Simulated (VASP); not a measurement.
Input of a VASP 6.6.1 run:

POSCAR

```
MnO
1.0
    3.0295689687     -1.7506562310      0.0000000000
    3.0295689687      1.7506562310      0.0000000000
   -2.0235529244      0.0000000000      2.8654273429
Mn O
1 1
Direct
    0.5001990000      0.5001990000      0.5006650000
    0.7498025000      0.7498025000      0.2493360000
```

Contents of INCAR.step1:

```
SYSTEM = MnO
PREC     = Accurate       ! precision mode
ENCUT    = 520            ! plane-wave cutoff, eV
ISMEAR   = -1             ! smearing method
SIGMA    = 0.05           ! smearing width, eV
LREAL    = .FALSE.        ! projectors in reciprocal space
LASPH    = .TRUE.         ! aspherical terms in the spheres
NELM     = 150            ! most SCF steps
ISPIN    = 2              ! spin polarisation
MAGMOM   = 4 0            ! initial moments
LMAXMIX  = 4              ! l up to which the mixer works
NBANDS   = 20             ! bands
GGA      = PE             ! functional
ALGO     = Normal         ! electronic algorithm
EDIFF    = 1E-4           ! SCF threshold, eV
LWAVE    = .TRUE.         ! write WAVECAR
LCHARG   = .FALSE.        ! write CHGCAR
```

Contents of INCAR.step2:

```
SYSTEM = MnO
PREC     = Accurate       ! precision mode
ENCUT    = 520            ! plane-wave cutoff, eV
EDIFF    = 1E-6           ! SCF threshold, eV
ISMEAR   = -1             ! smearing method
SIGMA    = 0.05           ! smearing width, eV
LREAL    = .FALSE.        ! projectors in reciprocal space
LASPH    = .TRUE.         ! aspherical terms in the spheres
NELM     = 150            ! most SCF steps
ALGO     = Normal         ! electronic algorithm
ISIF     = 2              ! what is computed and relaxed
LWAVE    = .FALSE.        ! write WAVECAR
LCHARG   = .FALSE.        ! write CHGCAR
ISPIN    = 2              ! spin polarisation
MAGMOM   = 4 0            ! initial moments
LORBIT   = 11             ! projections on sites
LMAXMIX  = 4              ! l up to which the mixer works
METAGGA  = R2SCAN         ! meta-GGA
LMIXTAU  = .TRUE.       
NBANDS   = 20             ! bands
ISTART   = 1
```

Contents of KPOINTS:

```
regular mesh
0
G
  9 9 9
  0 0 0
```

Potentials or basis: VASP PAW PBE potentials, release 64 (Mn_pv, O).

Command:

```sh
$ cat potpaw_PBE.64/Mn_pv/POTCAR potpaw_PBE.64/O/POTCAR > POTCAR
$ cp INCAR.step1 INCAR
$ mpirun -np 1 vasp_std > vasp.out
$ cp INCAR.step2 INCAR
$ mpirun -np 1 vasp_std > vasp.out
```

Problem. Estimate the largest force.

Solution. 0.004 eV/Å.

Problem. Estimate the site moments.

Solution. Mn +4.53; O +0.15 μB.

Forces on the atoms (eV/Å):
```
Mn   0.001  0.000 -0.004
O   -0.001  0.000  0.004
```

Caveat: the cell stands under tension; the PAW data sets were made with another functional, which shifts forces and pressure a little; a cell with one magnetic atom can't hold antiferromagnetic order, which such compounds often take.
